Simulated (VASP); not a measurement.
# TaW (Cmmm) in VASP: notebook

Runs on TaW. Level: LDA. Tasks: single point.

Program: VASP 6.6.1. These are calculated values, not measurements. Logs are shortened: lines on timing, memory, paths and dates and some standing lists are left out, and cuts for length are marked.

### 1 The cell of the first run

Symmetry: Cmmm, No. 65, orthorhombic system. The conventional cell has a = 3.186 Å, b = 4.553 Å, c = 4.462 Å, α = 90.00°, β = 90.00°, γ = 90.00°. Ta (site symmetry mmm) has 8 W at 2.74 to 3.19 Å and 6 Ta at 2.78 to 3.19 Å within 3.6 Å. Within 3.6 Å of W (site symmetry mmm) lie 8 Ta at 2.74 to 3.19 Å and 6 W at 2.78 to 3.19 Å.

### 2 Single point, LDA

INCAR

```
ALGO = Normal
EDIFF = 1E-7
ENCUT = 520
GGA = CA
ISIF = 2
ISMEAR = 0
LASPH = T
LCHARG = F
LREAL = F
LWAVE = F
NBANDS = 20
NELM = 60
PREC = Accurate
SIGMA = 0.05
```

KPOINTS

```
k-points
0
Gamma
  8 8 5
```

POSCAR

```
TaW
1.0
    1.5928984812     -2.2766843954      0.0000000000
    1.5928984812      2.2766843954      0.0000000000
    0.0000000000      0.0000000000      4.4619275975
Ta W
1 1
Direct
    0.0000000000      0.0000000000      0.0000000000
    0.5000000000      0.5000000000      0.5000000000
```

Potentials or basis: VASP PAW LDA potentials, release 64 (Ta_pv, W_sv).

On the command line:

```console
$ cat potpaw_LDA.64/Ta_pv/POTCAR potpaw_LDA.64/W_sv/POTCAR > POTCAR
$ mpirun -np 1 vasp_std > vasp.out
```

OUTCAR:

```text
EDIFF = 1E-7
   ENCUT = 520
   GGA = CA
   ISIF = 2
   ISMEAR = 0
   LASPH = T
   LREAL = F
   NELM = 60
   PREC = Accurate

 ion  position               nearest neighbor table
   1  0.000  0.000  0.000-   2 2.74   2 2.74   2 2.74   2 2.74   2 3.19   2 3.19   2 3.19   2 3.19

   2  0.500  0.500  0.500-   1 2.74   1 2.74   1 2.74   1 2.74   1 3.19   1 3.19   1 3.19   1 3.19

  LATTYP: Found a base centered orthorhombic cell.
 ALAT       =     3.1857969624
 B/A-ratio  =     1.4292714961
 C/A-ratio  =     1.4005687274

  Lattice vectors:

 A1 = (   1.5928984812,  -2.2766843954,   0.0000000000)
 A2 = (   1.5928984812,   2.2766843954,   0.0000000000)
 A3 = (   0.0000000000,   0.0000000000,   4.4619275975)

Analysis of symmetry for initial positions (statically):
=====================================================================
 Subroutine PRICEL returns:
 Original cell was already a primitive cell.

 Routine SETGRP: Setting up the symmetry group for a
 base centered orthorhombic supercell.

 Subroutine GETGRP returns: Found  8 space group operations
 (whereof  8 operations were pure point group operations)
 out of a pool of  8 trial point group operations.

The static configuration has the point symmetry D_2h.

Analysis of symmetry for dynamics (positions and initial velocities):
=====================================================================
 Subroutine PRICEL returns:
 Original cell was already a primitive cell.

 Routine SETGRP: Setting up the symmetry group for a
 base centered orthorhombic supercell.

 Subroutine GETGRP returns: Found  8 space group operations
 (whereof  8 operations were pure point group operations)
 out of a pool of  8 trial point group operations.

The dynamic configuration has the point symmetry D_2h.

 Subroutine INISYM returns: Found  8 space group operations
 (whereof  8 operations are pure point group operations),
 and found     1 'primitive' translations

----------------------------------------------------------------------------------------

                                     Primitive cell

  volume of cell :      32.3626

  direct lattice vectors                    reciprocal lattice vectors
     1.592898481 -2.276684395  0.000000000     0.313893199 -0.219617616  0.000000000
     1.592898481  2.276684395  0.000000000     0.313893199  0.219617616  0.000000000
     0.000000000  0.000000000  4.461927597     0.000000000  0.000000000  0.224118383

  length of vectors
     2.778599901  2.778599901  4.461927597     0.383093772  0.383093772  0.224118383

  position of ions in fractional coordinates (direct lattice)
     0.000000000  0.000000000  0.000000000
     0.500000000  0.500000000  0.500000000

  ion indices of the primitive-cell ions
   primitive index   ion index
                 1           1
                 2           2

----------------------------------------------------------------------------------------

 KPOINTS: k-points

Automatic generation of k-mesh.
 Grid dimensions read from file:
 generate k-points for:    8    8    5

 Generating k-lattice:

  Cartesian coordinates                     Fractional coordinates (reciprocal lattice)
     0.039236650 -0.027452202  0.000000000     0.125000000  0.000000000  0.000000000
     0.039236650  0.027452202  0.000000000     0.000000000  0.125000000  0.000000000
     0.000000000  0.000000000  0.044823677     0.000000000  0.000000000  0.200000000

  Length of vectors
     0.047886721  0.047886721  0.044823677

  Shift w.r.t. Gamma in fractional coordinates (k-lattice)
     0.000000000  0.000000000  0.000000000

 Subroutine IBZKPT returns following result:
 ===========================================

 Found     63 irreducible k-points:

 Following reciprocal coordinates:
            Coordinates               Weight
  0.000000  0.000000  0.000000      1.000000
  0.125000 -0.000000  0.000000      4.000000
  0.250000 -0.000000  0.000000      4.000000
  0.375000  0.000000  0.000000      4.000000
  0.500000 -0.000000  0.000000      2.000000
  0.125000  0.125000  0.000000      2.000000
[... 16 lines left out ...]
  0.125000 -0.000000  0.200000      8.000000
  0.250000 -0.000000  0.200000      8.000000
 [... further k-points ...]
   k-points           NKPTS =     63   k-points in BZ     NKDIM =     63   number of bands    NBANDS=     20
   number of dos      NEDOS =    301   number of ions     NIONS =      2
   total plane-waves  NPLWV =  20736
   dimension x,y,z NGX =    24 NGY =   24 NGZ =   36
   dimension x,y,z NGXF=    48 NGYF=   48 NGZF=   72
   ions per type =               1   1
   NGX,Y,Z   is equivalent  to a cutoff of  14.36, 14.36, 13.41 a.u.
   NGXF,Y,Z  is equivalent  to a cutoff of  28.72, 28.72, 26.83 a.u.
 SYSTEM =  unknown system
   PREC   = accura    normal or accurate (medium, high low for compatibility)
   ISTART =      0    job   : 0-new  1-cont  2-samecut
   ICHARG =      2    charge: 1-file 2-atom 10-const
   ISPIN  =      1    spin polarized calculation?
   LNONCOLLINEAR =      F non collinear calculations
   LSORBIT =      F    spin-orbit coupling
   LASPH  =      T    aspherical Exc in radial PAW
   ENCUT  =  520.0 eV  38.22 Ry    6.18 a.u.   5.17  5.17  8.30*2*pi/ulx,y,z
   NELM   =     60;   NELMIN=  2; NELMDL= -5     # of ELM steps
   EDIFF  = 0.1E-06   stopping-criterion for ELM
   LREAL  =      F    real-space projection
   EDIFFG = 0.1E-05   stopping-criterion for IOM
   NSW    =      0    number of steps for IOM
   IBRION =     -1    ionic relax: 0-MD 1-quasi-New 2-CG
   NFREE  =      0    steps in history (QN), initial steepest desc. (CG)
   ISIF   =      2    stress and relaxation
   ISYM   =      2    0-nonsym 1-usesym 2-fastsym
   POTIM  = 0.5000    time-step for ionic-motion
   TEBEG  =    0.0;   TEEND  =   0.0 temperature during run
   PSTRESS=    0.0 pullay stress
   NELECT =      25.0000    total number of electrons
   NUPDOWN=      -1.0000    fix difference up-down
   EMIN   =  10.00;   EMAX   =-10.00  energy-range for DOS
   EFERMI =   0.00;   METHOD = LEGACY
   ISMEAR =     0;   SIGMA  =   0.05  broadening in eV -4-tet -1-fermi 0-gaus
   EFERMI_NEDOS =   21; number of points for ismear=-14 and -15
   IALGO  =     38    algorithm
   IMIX   =      4    mixing-type and parameters
     AMIX     =   0.40;   BMIX     =  1.00
     AMIX_MAG =   1.60;   BMIX_MAG =  1.00
  volume/ion in A,a.u.               =      16.18       109.20
  Fermi-wavevector in a.u.,A,eV,Ry     =   1.502128  2.838611 30.700041  2.256389
  Thomas-Fermi vector in A             =   2.613409
   LORBIT       =      0    0 simple, 1 ext, 2 COOP (PROOUT), +10 PAW based schemes
   GGA     = CA    functional components
   LHFCALC =     F    Hartree Fock is set to
   AEXX    =    0.0000 exact exchange contribution
   IVDW    =     0    specifies the selected vdW correction
   LEPSILON=     F    determine dielectric tensor
   LRPA    =     F    only Hartree local field effects (RPA)
 non-spin polarized calculation
 Gauss-broadening in eV      SIGMA  =   0.05
  energy-cutoff  :      520.00
  volume of cell :       32.36
 maximum number of plane-waves:       885
 NGX is ok and might be reduce to    24
   NGX = 11   NGY = 11   NGZ = 17

 number of electron      24.9999998 magnetization

 Free energy of the ion-electron system (eV)
  ---------------------------------------------------
  ext. energy  EPLUGINS =         0.00000000
  ---------------------------------------------------
  free energy    TOTEN  =       -27.07314813 eV

  energy without entropy =      -27.07090823  energy(sigma->0) =      -27.07202818

 E-fermi :   8.4421     XC(G=0): -13.5295

 val. band max:        8.4353395473   @ k =   0.5000  -0.0000   0.2000
 cond. band min:       8.4495490651   @ k =   0.3750   0.0000   0.4000
 fundamental gap:      0.0142095177
 Fermi energy:         8.4420848888

 k-point     1 :       0.0000    0.0000    0.0000
  band No.  band energies     occupation
      1     -64.5676      2.00000
      2     -29.2140      2.00000
      3     -28.7340      2.00000
      4     -28.5389      2.00000
      5     -24.9011      2.00000
      6     -24.4969      2.00000
[... 12 lines left out ...]
     19      16.3114      0.00000
     20      20.5172      0.00000

 k-point     2 :       0.1250   -0.0000    0.0000
  band No.  band energies     occupation
      1     -64.5589      2.00000
      2     -29.1837      2.00000
      3     -28.8152      2.00000
      4     -28.5934      2.00000
      5     -24.9027      2.00000
      6     -24.6221      2.00000
[... 12 lines left out ...]
     19      17.1067      0.00000
     20      20.1885      0.00000

 k-point     3 :       0.2500   -0.0000    0.0000
  band No.  band energies     occupation
      1     -64.5381      2.00000
      2     -29.1095      2.00000
      3     -29.0875      2.00000
      4     -28.6393      2.00000
      5     -25.0162      2.00000
      6     -24.9075      2.00000
[... 12 lines left out ...]
     19      18.3861      0.00000
     20      19.3567      0.00000

 k-point     4 :       0.3750    0.0000    0.0000
  band No.  band energies     occupation
      1     -64.5172      2.00000
      2     -29.3744      2.00000
      3     -29.0336      2.00000
      4     -28.6586      2.00000
      5     -25.4131      2.00000
      6     -24.9136      2.00000
[... 12 lines left out ...]
     19      17.8354      0.00000
     20      20.0918      0.00000

 k-point     5 :       0.5000   -0.0000    0.0000
  band No.  band energies     occupation
      1     -64.5085      2.00000
      2     -29.4919      2.00000
      3     -29.0016      2.00000
      4     -28.6647      2.00000
      5     -25.5730      2.00000
      6     -24.9165      2.00000
[... 12 lines left out ...]
     19      17.3653      0.00000
     20      20.0326      0.00000
[... 353 lines left out ...]
      6     -25.0249      2.00000
[... 12 lines left out ...]
     19      17.5314      0.00000
     20      17.6443      0.00000

 k-point    22 :       0.0000    0.0000    0.2000
  band No.  band energies     occupation
      1     -64.5677      2.00000
      2     -29.1794      2.00000
      3     -28.7305      2.00000
      4     -28.5389      2.00000
      5     -24.9617      2.00000
      6     -24.5043      2.00000
[... 12 lines left out ...]
     19      14.9334      0.00000
     20      21.2762      0.00000

 k-point    23 :       0.1250   -0.0000    0.2000
  band No.  band energies     occupation
      1     -64.5590      2.00000
      2     -29.1573      2.00000
      3     -28.8148      2.00000
      4     -28.5930      2.00000
      5     -24.9521      2.00000
      6     -24.6201      2.00000
[... 12 lines left out ...]
     19      15.7673      0.00000
     20      21.3456      0.00000

 k-point    24 :       0.2500   -0.0000    0.2000
  band No.  band energies     occupation
      1     -64.5381      2.00000
      2     -29.1206      2.00000
      3     -29.0760      2.00000
      4     -28.6398      2.00000
      5     -25.0183      2.00000
      6     -24.9069      2.00000
[... 12 lines left out ...]
     19      17.5978      0.00000
     20      19.9563      0.00000

 [... further k-points ...]
[... 5 lines left out ...]
  --------------------------------------------------------------------------------------
  -------------------------------------------------------------------------------------
  Total        0.3021499     -0.0840639      0.6107013     -0.0000000      0.0000000      0.0000000
  in kB       14.9585539     -4.1617565     30.2340266     -0.0000000      0.0000000      0.0000000
  external PRESSURE =      13.6769414 kB  Pullay stress =       0.0000000 kB

 VOLUME and BASIS-vectors are now :
 -----------------------------------------------------------------------------
  energy-cutoff  :      520.00
  volume of cell :       32.36
      direct lattice vectors                 reciprocal lattice vectors
     1.592898481 -2.276684395  0.000000000     0.313893199 -0.219617616  0.000000000
     1.592898481  2.276684395  0.000000000     0.313893199  0.219617616  0.000000000
     0.000000000  0.000000000  4.461927597     0.000000000  0.000000000  0.224118383

 POSITION                                       TOTAL-FORCE (eV/Angst)
 -----------------------------------------------------------------------------------
      0.00000      0.00000      0.00000        -0.000000     -0.000000      0.000000
      1.59290      0.00000      2.23096         0.000000      0.000000      0.000000
 -----------------------------------------------------------------------------------
    total drift:                                0.000000      0.000000     -0.000000

  FREE ENERGIE OF THE ION-ELECTRON SYSTEM (eV)
  ---------------------------------------------------
  free  energy   TOTEN  =       -27.0731481320 eV

  energy  without entropy=      -27.0709082314  energy(sigma->0) =      -27.07202818
```

Wall time 16 s (1 thread of Intel Xeon Platinum 8488C (Sapphire Rapids), shared host); peak memory 0.17 GiB.

What came out:

```
Free energy : -27.0731 eV
Pressure    : 1.4 GPa
```

Caveat: spin-orbit coupling is left out, which moves the levels of the heavy elements.

### 3 Single point, LDA

This run uses another cell than the first one, of 16.50 Å³/atom, 1.020 times its volume.

INCAR

```
SYSTEM = TaW
PREC = Accurate
ENCUT = 520
EDIFF = 1E-6
ISMEAR = 0
SIGMA = 0.05
LREAL = .False.
LASPH = .True.
NELM = 100
ALGO = Normal
ISIF = 2
LWAVE = .False.
LCHARG = .False.
GGA = CA
NBANDS = 20
```

KPOINTS

```
regular mesh
0
Gamma
  8 8 5
  0 0 0
```

POSCAR

```
TaW
1.0
    1.6034477852     -2.2917622149      0.0000000000
    1.6034477852      2.2917622149      0.0000000000
    0.0000000000      0.0000000000      4.4914776480
Ta W
1 1
Direct
    0.0000000000      0.0000000000      0.0000000000
    0.5000000000      0.5000000000      0.5000000000
```

Potentials or basis: VASP PAW LDA potentials, release 64 (Ta_pv, W_sv).

On the command line:

```console
$ cat potpaw_LDA.64/Ta_pv/POTCAR potpaw_LDA.64/W_sv/POTCAR > POTCAR
$ mpirun -np 1 vasp_std > vasp.out
```

Wall time 14 s (1 thread of Intel Xeon Platinum 8488C (Sapphire Rapids), shared host); peak memory 0.17 GiB.

It converged, with:

| Property | Result |
| --- | --- |
| Free energy | -27.0680 eV |
| Pressure | -4.0 GPa |

Stress tensor (GPa, compression positive):
```
-4.03  0.00  0.00
 0.00 -5.37  0.00
 0.00  0.00 -2.56
```

Levels at points of the mesh, in eV from the Fermi level:
```csv
k point,band 9,band 10,band 11,band 12,band 13,band 14,band 15,band 16,band 17,band 18
"(0.00, 0.00, 0.00)",-5.14,-2.43,-0.24,-0.07,0.23,1.86,2.72,2.93,3.93,4.69
"(0.50, 0.00, 0.00)",-3.48,-2.26,-1.77,-1.28,-0.87,2.23,3.51,3.61,5.11,7.39
"(0.50, 0.50, 0.00)",-4.71,-4.70,-2.45,1.50,3.43,4.52,5.63,6.41,6.72,7.88
```

Caveat: spin-orbit coupling is left out, which moves the levels of the heavy elements.
